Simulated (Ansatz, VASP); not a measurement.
RbAg4 in VASP and in Ansatz

Contents of INCAR:

```
SYSTEM = RbAg4
PREC     = Accurate       ! precision mode
ENCUT    = 520            ! plane-wave cutoff, eV
EDIFF    = 1E-7           ! SCF threshold, eV
ISMEAR   = 0              ! smearing method
SIGMA    = 0.2            ! smearing width, eV
LREAL    = .FALSE.        ! projectors in reciprocal space
LASPH    = .TRUE.         ! aspherical terms in the spheres
NELM     = 80             ! most SCF steps
ALGO     = Fast           ! electronic algorithm
ISIF     = 2              ! what is computed and relaxed
LWAVE    = .FALSE.        ! write WAVECAR
LCHARG   = .FALSE.        ! write CHGCAR
GGA      = PE             ! functional
NBANDS   = 34             ! bands
```

Contents of KPOINTS:

```
Automatic mesh
0
G
  6 6 4
  0 0 0
```

File POSCAR:

```
RbAg4
1.0
    5.6175707872      0.0000000000      0.0000000000
   -2.8087853936      4.8649590093      0.0000000000
    0.0000000000      0.0000000000      6.4876882674
Rb Ag
1 4
Direct
    0.0000000000      0.0000000000      0.5000000000
    0.5000000000      0.0000000000      1.0000000000
    1.0000000000      0.5000000000      0.0000000000
    0.5000000000      0.5000000000      0.0000000000
    1.0000000000      0.0000000000      0.0000000000
```

Input for Ansatz:

```yaml
crystal:
  lattice:
    - [5.6175707872, 0.0, 0.0]
    - [-2.8087853936, 4.8649590093, 0.0]
    - [0.0, 0.0, 6.4876882674]
  atoms:
    - { symbol: Rb, position: [0.0, 0.0, 0.5] }
    - { symbol: Ag, position: [0.5, 0.0, 1.0] }
    - { symbol: Ag, position: [1.0, 0.5, 0.0] }
    - { symbol: Ag, position: [0.5, 0.5, 0.0] }
    - { symbol: Ag, position: [1.0, 0.0, 0.0] }
basis:
  ecutwfc: 420
kpoints:
  mp_grid: { grid: [6, 6, 4] }
hamiltonian:
  xc: pbe
scf:
  occupations: { method: gaussian, width: 0.2 }
  lower_state_search: "off"
output:
  forces: true
  stress: true
  eigenvalues: true
```

Alike in both runs: task single point; functional PBE; k mesh 6 × 6 × 4; occupations gaussian, width 0.2 eV; no spin polarisation.

```csv
,VASP,Ansatz
version,VASP 6.6.1,Ansatz 0.2.0
potentials or method,"VASP PAW PBE potentials, release 64 (Rb_sv, Ag), cutoff 520 eV","scalar-relativistic, plane waves, PAW"
valence electrons in the cell,53,85
```

|  | VASP | Ansatz | Ansatz less VASP |
| --- | --- | --- | --- |
| gap on the k mesh at the Fermi level (eV) | none | none | - |
| pressure (GPa) | 0.0 | 0.0 | +0.04 |
| traceless stress, the component that is largest in VASP (GPa) | 0.06 | 0.02 | -0.036 |

A gap of «none» marks a metal or a gap that the smearing closes. VASP's potentials hold 53 valence electrons a cell and Ansatz's 85, so a difference there can come from the potentials and not from the codes.
